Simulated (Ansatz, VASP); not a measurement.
Ta in VASP and in Ansatz

```xyz
1
Lattice="-1.6854 1.6604 1.6604 1.6604 -1.6854 1.6604 1.6604 1.6604 -1.6854" Properties=species:S:1:pos:R:3 pbc="T T T"
Ta    0.0000    0.0000    0.0000
```

Change from the starting cell: equal xy, yz and zx shear strains of -1.5 %, PAW files.

Alike in both runs: task electric field gradients; functional PBE; k mesh 16 × 16 × 16; occupations fermi-dirac, width 0.08 eV; no spin polarisation.

|  | VASP | Ansatz |
| --- | --- | --- |
| version | VASP 6.6.1 | Ansatz 0.2.0 |
| potentials or method | VASP PAW PBE potentials, release 64 (Ta_pv) | PAW with Ansatz's default frozen-core files, scalar-relativistic |
| plane-wave cutoff (eV) | 520 | 420 |
| valence electrons in the cell | 11 | 13 |

```csv
,VASP,Ansatz,Ansatz less VASP
pressure (GPa),0.2,0.1,-0.10
"traceless stress, the component that is largest in VASP (GPa)",1.00,1.00,-0.006
size of Vzz on the site where it differs most (V/Å²),29.5,25.8,-3.70
```

VASP's potentials hold 11 valence electrons a cell and Ansatz's 13, so a difference there can come from the potentials and not from the codes.

Neither program's run includes spin-orbit coupling.
